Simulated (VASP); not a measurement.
Input of a VASP 6.6.1 run:

File INCAR:

```
ALGO = Normal
EDIFF = 1E-6
ENCUT = 600
GGA = PE
GGA_COMPAT = False
ISIF = 2
ISMEAR = -1
ISPIN = 2
LASPH = True
LCHARG = False
LMAXMIX = 4
LORBIT = 11
LREAL = False
LWAVE = False
MAGMOM = 0.3 0
NBANDS = 20
NELM = 200
PREC = Accurate
SIGMA = 0.08617333262145177
```

File KPOINTS:

```
k-points
0
Gamma
  6 6 6
```

POSCAR

```
VN
1.0
    0.0000000000      2.0624650000      2.0624650000
    2.0624650000      0.0000000000      2.0624650000
    2.0624650000      2.0624650000      0.0000000000
V N
1 1
Direct
    0.0000000000      0.0000000000      0.0000000000
    0.5000000000      0.5000000000      0.5000000000
```

Potentials or basis: VASP PAW PBE potentials, release 64 (V_sv, N).

The run is started by

```console
$ cat potpaw_PBE.64/V_sv/POTCAR potpaw_PBE.64/N/POTCAR > POTCAR
$ mpirun -np 1 vasp_std > vasp.out
```

Q: What does it give for the pressure?

A: 0.2 GPa.

Q: Estimate the net moment.

A: 0.35 μB per cell.

Q: Estimate the site moments.

A: V +0.34; N -0.01 μB.

Caveat: the k points lie up to 0.44 Å⁻¹ apart.
